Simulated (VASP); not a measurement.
# K (I4/mmm) in VASP: further runs, part 2 of 3

VASP 6.6.1. Earlier steps stand in the parts before.

**3. Single point, PBE+D3(BJ) (strain -0.030 along x and y, +0.000 along z)**

Input file INCAR:

```
SYSTEM = K
PREC = Accurate ; ENCUT = 520
EDIFF = 1E-6 ; ISMEAR = 0
SIGMA = 0.15 ; LREAL = .False.
LASPH = .True. ; NELM = 80
ALGO = Normal ; ISIF = 2
LWAVE = .False. ; LCHARG = .True.
GGA = PE ; IVDW = 12
LELF = .True. ; LVHAR = .True.
NBANDS = 10
```

Input file KPOINTS:

```
Automatic mesh
0
Gamma
  12 12 12
  0 0 0
```

Input file POSCAR:

```
K
1.0
    0.0000000000      3.2901166335      3.3918728180
    3.2901166335      0.0000000000      3.3918728180
    3.2901166335      3.2901166335      0.0000000000
K
1
Direct
    0.0000000000      0.0000000000      0.0000000000
```

Potentials or basis: VASP PAW PBE potentials, release 64 (K_sv).

Started as:

```sh
> cat potpaw_PBE.64/K_sv/POTCAR > POTCAR
> mpirun -np 1 vasp_std > vasp.out
```

OUTCAR:

```text
SYSTEM = K
   PREC = Accurate
   ENCUT = 520
   EDIFF = 1E-6
   ISMEAR = 0
   LREAL = .False.
   LASPH = .True.
   NELM = 80
   ISIF = 2
   GGA = PE
   IVDW = 12
 IVDW          = 12

 ion  position               nearest neighbor table
   1  0.000  0.000  0.000-

  LATTYP: Found a body centered tetragonal cell.
 ALAT       =     4.6529275649
 C/A-ratio  =     1.4579521261

  Lattice vectors:

 A1 = (  -3.2901166335,   0.0000000000,   3.3918728180)
 A2 = (   3.2901166335,   0.0000000000,   3.3918728180)
 A3 = (   0.0000000000,   3.2901166335,  -3.3918728180)

Analysis of symmetry for initial positions (statically):
=====================================================================
 Subroutine PRICEL returns:
 Original cell was already a primitive cell.

 Routine SETGRP: Setting up the symmetry group for a
 body centered tetragonal supercell.

 Subroutine GETGRP returns: Found 16 space group operations
 (whereof 16 operations were pure point group operations)
 out of a pool of 16 trial point group operations.

The static configuration has the point symmetry D_4h.

Analysis of symmetry for dynamics (positions and initial velocities):
=====================================================================
 Subroutine PRICEL returns:
 Original cell was already a primitive cell.

 Routine SETGRP: Setting up the symmetry group for a
 body centered tetragonal supercell.

 Subroutine GETGRP returns: Found 16 space group operations
 (whereof 16 operations were pure point group operations)
 out of a pool of 16 trial point group operations.

The dynamic configuration has the point symmetry D_4h.

 Subroutine INISYM returns: Found 16 space group operations
 (whereof 16 operations are pure point group operations),
 and found     1 'primitive' translations

----------------------------------------------------------------------------------------

                                     Primitive cell

  volume of cell :      73.4331

  direct lattice vectors                    reciprocal lattice vectors
     0.000000000  3.290116633  3.391872818    -0.151970296  0.151970296  0.147411188
     3.290116633  0.000000000  3.391872818     0.151970296 -0.151970296  0.147411188
     3.290116633  3.290116633  0.000000000     0.151970296  0.151970296 -0.147411188

  length of vectors
     4.725427883  4.725427883  4.652927565     0.260614658  0.260614658  0.260614658

  position of ions in fractional coordinates (direct lattice)
     0.000000000  0.000000000  0.000000000

  ion indices of the primitive-cell ions
   primitive index   ion index
                 1           1

----------------------------------------------------------------------------------------

 KPOINTS: Automatic mesh

Automatic generation of k-mesh.
 Grid dimensions read from file:
 generate k-points for:   12   12   12

 Generating k-lattice:

  Cartesian coordinates                     Fractional coordinates (reciprocal lattice)
    -0.012664191  0.012664191  0.012284266     0.083333333  0.000000000  0.000000000
     0.012664191 -0.012664191  0.012284266     0.000000000  0.083333333  0.000000000
     0.012664191  0.012664191 -0.012284266     0.000000000  0.000000000  0.083333333

  Length of vectors
     0.021717888  0.021717888  0.021717888

  Shift w.r.t. Gamma in fractional coordinates (k-lattice)
     0.000000000  0.000000000  0.000000000

 Subroutine IBZKPT returns following result:
 ===========================================

 Found    163 irreducible k-points:

 Following reciprocal coordinates:
            Coordinates               Weight
  0.000000  0.000000  0.000000      1.000000
  0.083333  0.000000  0.000000      8.000000
  0.166667  0.000000  0.000000      8.000000
  0.250000  0.000000  0.000000      8.000000
  0.333333  0.000000  0.000000      8.000000
  0.416667  0.000000  0.000000      8.000000
[... 16 lines left out ...]
  0.500000  0.166667  0.000000      8.000000
 -0.416667  0.166667  0.000000      8.000000
 [... further k-points ...]
   k-points           NKPTS =    163   k-points in BZ     NKDIM =    163   number of bands    NBANDS=     10
   number of dos      NEDOS =    301   number of ions     NIONS =      1
   total plane-waves  NPLWV =  46656
   dimension x,y,z NGX =    36 NGY =   36 NGZ =   36
   dimension x,y,z NGXF=    72 NGYF=   72 NGZF=   72
   ions per type =               1
   NGX,Y,Z   is equivalent  to a cutoff of  12.67, 12.67, 12.86 a.u.
   NGXF,Y,Z  is equivalent  to a cutoff of  25.33, 25.33, 25.73 a.u.
 SYSTEM =  K
   PREC   = accura    normal or accurate (medium, high low for compatibility)
   ISTART =      0    job   : 0-new  1-cont  2-samecut
   ICHARG =      2    charge: 1-file 2-atom 10-const
   ISPIN  =      1    spin polarized calculation?
   LNONCOLLINEAR =      F non collinear calculations
   LSORBIT =      F    spin-orbit coupling
   LASPH  =      T    aspherical Exc in radial PAW
   ENCUT  =  520.0 eV  38.22 Ry    6.18 a.u.   8.79  8.79  8.65*2*pi/ulx,y,z
   NELM   =     80;   NELMIN=  2; NELMDL= -5     # of ELM steps
   EDIFF  = 0.1E-05   stopping-criterion for ELM
   LREAL  =      F    real-space projection
   EDIFFG = 0.1E-04   stopping-criterion for IOM
   NSW    =      0    number of steps for IOM
   IBRION =     -1    ionic relax: 0-MD 1-quasi-New 2-CG
   NFREE  =      0    steps in history (QN), initial steepest desc. (CG)
   ISIF   =      2    stress and relaxation
   ISYM   =      2    0-nonsym 1-usesym 2-fastsym
   POTIM  = 0.5000    time-step for ionic-motion
   TEBEG  =    0.0;   TEEND  =   0.0 temperature during run
   PSTRESS=    0.0 pullay stress
   NELECT =       9.0000    total number of electrons
   NUPDOWN=      -1.0000    fix difference up-down
   EMIN   =  10.00;   EMAX   =-10.00  energy-range for DOS
   EFERMI =   0.00;   METHOD = LEGACY
   ISMEAR =     0;   SIGMA  =   0.15  broadening in eV -4-tet -1-fermi 0-gaus
   EFERMI_NEDOS =   21; number of points for ismear=-14 and -15
   IALGO  =     38    algorithm
   IMIX   =      4    mixing-type and parameters
     AMIX     =   0.40;   BMIX     =  1.00
     AMIX_MAG =   1.60;   BMIX_MAG =  1.00
  volume/ion in A,a.u.               =      73.43       495.55
  Fermi-wavevector in a.u.,A,eV,Ry     =   0.813189  1.536705  8.997216  0.661277
  Thomas-Fermi vector in A             =   1.922869
   LORBIT       =      0    0 simple, 1 ext, 2 COOP (PROOUT), +10 PAW based schemes
   GGA     = PE    functional components
   LHFCALC =     F    Hartree Fock is set to
   AEXX    =    0.0000 exact exchange contribution
   IVDW    =    12    specifies the selected vdW correction
   LEPSILON=     F    determine dielectric tensor
   LRPA    =     F    only Hartree local field effects (RPA)
 non-spin polarized calculation
 Gauss-broadening in eV      SIGMA  =   0.15
  energy-cutoff  :      520.00
  volume of cell :       73.43
 maximum number of plane-waves:      2012
   NGX = 17   NGY = 17   NGZ = 17

 number of electron       8.9999999 magnetization

 Free energy of the ion-electron system (eV)
  ---------------------------------------------------
  ext. energy  EPLUGINS =         0.00000000
  ---------------------------------------------------
  free energy    TOTEN  =        -1.05235639 eV

  energy without entropy =       -1.04410716  energy(sigma->0) =       -1.04823177

 E-fermi :  -0.1209     XC(G=0):  -5.6545

 val. band max:       -0.1217533639   @ k =  -0.4167   0.0000   0.0833
 cond. band min:      -0.1037650491   @ k =   0.5000   0.3333   0.0833
 fundamental gap:      0.0179883149
 Fermi energy:        -0.1208957574

 k-point     1 :       0.0000    0.0000    0.0000
  band No.  band energies     occupation
      1     -32.2433      2.00000
      2     -15.6938      2.00000
      3     -15.6936      2.00000
      4     -15.6936      2.00000
      5      -2.2758      2.00000
      6       4.0282      0.00000
      7       4.1332      0.00000
      8       4.1332      0.00000
      9       5.2385      0.00000
     10       5.4460      0.00000
[... 287 lines left out ...]
 k-point    24 :      -0.4167    0.1667    0.0000
  band No.  band energies     occupation
      1     -32.2392      2.00000
      2     -15.7545      2.00000
      3     -15.7158      2.00000
      4     -15.7037      2.00000
      5       0.3351      0.00002
      6       0.7493      0.00000
      7       2.9899      0.00000
      8       4.1247      0.00000
      9       5.3759      0.00000
     10       5.8563      0.00000

 [... further k-points ...]

------------------------ aborting loop because EDIFF is reached ----------------------------------------

 Edisp (eV)   -0.11335

 E8    (eV) :    -0.0611

  FORCE on cell =-STRESS in cart. coord.  units (eV):
  Direction    XX          YY          ZZ          XY          YZ          ZX
  --------------------------------------------------------------------------------------
  -------------------------------------------------------------------------------------
  Total      -0.10133    -0.10133    -0.11666     0.00000    -0.00000     0.00000
  in kB      -2.21083    -2.21083    -2.54534     0.00000    -0.00000     0.00000
  external pressure =       -2.32 kB  Pullay stress =        0.00 kB

 VOLUME and BASIS-vectors are now :
 -----------------------------------------------------------------------------
  energy-cutoff  :      520.00
  volume of cell :       73.43
      direct lattice vectors                 reciprocal lattice vectors
     0.000000000  3.290116633  3.391872818    -0.151970296  0.151970296  0.147411188
     3.290116633  0.000000000  3.391872818     0.151970296 -0.151970296  0.147411188
     3.290116633  3.290116633  0.000000000     0.151970296  0.151970296 -0.147411188

 POSITION                                       TOTAL-FORCE (eV/Angst)
 -----------------------------------------------------------------------------------
      0.00000      0.00000      0.00000         0.000000      0.000000      0.000000
 -----------------------------------------------------------------------------------
    total drift:                               -0.000000      0.000000      0.000000

  FREE ENERGIE OF THE ION-ELECTRON SYSTEM (eV)
  ---------------------------------------------------
  free  energy   TOTEN  =        -1.1657107171 eV

  energy  without entropy=       -1.1574614884  energy(sigma->0) =       -1.16158610
```

stdout:

```text
POSCAR found type information on POSCAR K
 POSCAR found :  1 types and       1 ions
 scaLAPACK will be used
 LDA part: xc-table for (Slater+PW92), standard interpolation
 POSCAR, INCAR and KPOINTS ok, starting setup
 FFT: planning ... GRIDC
 FFT: planning ... GRID_SOFT
 FFT: planning ... GRID
 WAVECAR not read
 entering main loop
```

Wall time 2 min (1 thread of Intel Xeon Platinum 8259CL at 2.50GHz (Skylake/Cascade Lake), shared host); peak memory 0.28 GiB.

What came out:

```yaml
Free_energy: -1.1657 eV
Pressure: -0.2 GPa
Dispersion_energy_per_atom: -0.113 eV
```

Caveat: the cell differs from its parent crystal (strain -0.030 along x and y, +0.000 along z); pairwise dispersion overbinds metals, which lowers pressure and volume.

**4. Single point, PBE+D3(BJ) (strain -0.015 along x and y, -0.030 along z)**

Input file INCAR:

```
SYSTEM = K
PREC = Accurate
ENCUT = 520
EDIFF = 1E-6
ISMEAR = 0
SIGMA = 0.15
LREAL = .False.
LASPH = .True.
NELM = 80
ALGO = Fast
ISIF = 2
LWAVE = .False.
LCHARG = .True.
GGA = PE
IVDW = 12
LELF = .True.
LVHAR = .True.
NBANDS = 10
```

KPOINTS is that of step 3.

Input file POSCAR:

```
K
1.0
    0.0000000000      3.3409947257      3.2901166335
    3.3409947257      0.0000000000      3.2901166335
    3.3409947257      3.3409947257      0.0000000000
K
1
Direct
    0.0000000000      0.0000000000      0.0000000000
```

Potentials or basis: VASP PAW PBE potentials, release 64 (K_sv).

Started as:

```sh
> cat potpaw_PBE.64/K_sv/POTCAR > POTCAR
> mpirun -np 1 vasp_std > vasp.out
```

OUTCAR:

```text
SYSTEM = K
   PREC = Accurate
   ENCUT = 520
   EDIFF = 1E-6
   ISMEAR = 0
   LREAL = .False.
   LASPH = .True.
   NELM = 80
   ISIF = 2
   GGA = PE
   IVDW = 12
 IVDW          = 12

 ion  position               nearest neighbor table
   1  0.000  0.000  0.000-

  LATTYP: Found a body centered tetragonal cell.
 ALAT       =     4.7248800529
 C/A-ratio  =     1.3926773153

  Lattice vectors:

 A1 = (   0.0000000000,  -3.3409947257,  -3.2901166335)
 A2 = (   0.0000000000,   3.3409947257,  -3.2901166335)
 A3 = (   3.3409947257,   0.0000000000,   3.2901166335)

Analysis of symmetry for initial positions (statically):
=====================================================================
 Subroutine PRICEL returns:
 Original cell was already a primitive cell.

 Routine SETGRP: Setting up the symmetry group for a
 body centered tetragonal supercell.

 Subroutine GETGRP returns: Found 16 space group operations
 (whereof 16 operations were pure point group operations)
 out of a pool of 16 trial point group operations.

The static configuration has the point symmetry D_4h.

Analysis of symmetry for dynamics (positions and initial velocities):
=====================================================================
 Subroutine PRICEL returns:
 Original cell was already a primitive cell.

 Routine SETGRP: Setting up the symmetry group for a
 body centered tetragonal supercell.

 Subroutine GETGRP returns: Found 16 space group operations
 (whereof 16 operations were pure point group operations)
 out of a pool of 16 trial point group operations.

The dynamic configuration has the point symmetry D_4h.

 Subroutine INISYM returns: Found 16 space group operations
 (whereof 16 operations are pure point group operations),
 and found     1 'primitive' translations

----------------------------------------------------------------------------------------

[... 114 lines left out ...]
   LORBIT       =      0    0 simple, 1 ext, 2 COOP (PROOUT), +10 PAW based schemes
   GGA     = PE    functional components
   LHFCALC =     F    Hartree Fock is set to
   AEXX    =    0.0000 exact exchange contribution
   IVDW    =    12    specifies the selected vdW correction
   LEPSILON=     F    determine dielectric tensor
   LRPA    =     F    only Hartree local field effects (RPA)
 non-spin polarized calculation
 RMM-DIIS sequential band-by-band and
 Gauss-broadening in eV      SIGMA  =   0.15
  energy-cutoff  :      520.00
  volume of cell :       73.45
 maximum number of plane-waves:      2016
   NGX = 17   NGY = 17   NGZ = 17

 number of electron       8.9999999 magnetization

 Free energy of the ion-electron system (eV)
  ---------------------------------------------------
  ext. energy  EPLUGINS =         0.00000000
  ---------------------------------------------------
  free energy    TOTEN  =        -1.05246596 eV

  energy without entropy =       -1.04421396  energy(sigma->0) =       -1.04833996

 E-fermi :  -0.1225     XC(G=0):  -5.6541

 val. band max:       -0.1231459864   @ k =  -0.4167   0.0833   0.0000
 cond. band min:      -0.1096667206   @ k =  -0.4167   0.0000   0.0833
 fundamental gap:      0.0134792658
 Fermi energy:        -0.1224513324

 k-point     1 :       0.0000    0.0000    0.0000
  band No.  band energies     occupation
      1     -32.2447      2.00000
      2     -15.6950      2.00000
      3     -15.6950      2.00000
      4     -15.6949      2.00000
      5      -2.2761      2.00000
      6       4.0780      0.00000
      7       4.0780      0.00000
      8       4.1296      0.00000
      9       5.2966      0.00000
     10       5.3938      0.00000
[... 287 lines left out ...]
 k-point    24 :      -0.4167    0.1667    0.0000
  band No.  band energies     occupation
      1     -32.2406      2.00000
      2     -15.7555      2.00000
      3     -15.7157      2.00000
      4     -15.7076      2.00000
      5       0.2830      0.00013
      6       0.8147      0.00000
      7       3.1075      0.00000
      8       4.0015      0.00000
      9       5.3319      0.00000
     10       5.8541      0.00000

 [... further k-points ...]

------------------------ aborting loop because EDIFF is reached ----------------------------------------

 Edisp (eV)   -0.11333

 E8    (eV) :    -0.0611

  FORCE on cell =-STRESS in cart. coord.  units (eV):
  Direction    XX          YY          ZZ          XY          YZ          ZX
  --------------------------------------------------------------------------------------
  -------------------------------------------------------------------------------------
  Total      -0.10656    -0.10656    -0.10144     0.00000     0.00000     0.00000
  in kB      -2.32441    -2.32441    -2.21264     0.00000     0.00000     0.00000
  external pressure =       -2.29 kB  Pullay stress =        0.00 kB

 VOLUME and BASIS-vectors are now :
 -----------------------------------------------------------------------------
  energy-cutoff  :      520.00
  volume of cell :       73.45
      direct lattice vectors                 reciprocal lattice vectors
     0.000000000  3.340994726  3.290116633    -0.149656028  0.149656028  0.151970296
     3.340994726  0.000000000  3.290116633     0.149656028 -0.149656028  0.151970296
     3.340994726  3.340994726  0.000000000     0.149656028  0.149656028 -0.151970296

 POSITION                                       TOTAL-FORCE (eV/Angst)
 -----------------------------------------------------------------------------------
      0.00000      0.00000      0.00000         0.000000      0.000000      0.000000
 -----------------------------------------------------------------------------------
    total drift:                               -0.000000      0.000000      0.000000

  FREE ENERGIE OF THE ION-ELECTRON SYSTEM (eV)
  ---------------------------------------------------
  free  energy   TOTEN  =        -1.1657926071 eV

  energy  without entropy=       -1.1575406042  energy(sigma->0) =       -1.16166661
```

Run time: 3.1 min. Hardware: 1 thread of Intel Xeon Platinum 8259CL at 2.50GHz (Skylake/Cascade Lake), shared host; peak memory 0.28 GiB.

Results:

```yaml
Free_energy: -1.1658 eV
Pressure: -0.2 GPa
Dispersion_energy_per_atom: -0.113 eV
```

Caveat: the cell differs from its parent crystal (strain -0.015 along x and y, -0.030 along z); pairwise dispersion overbinds metals, which lowers pressure and volume.

[end of part 2 of 3]
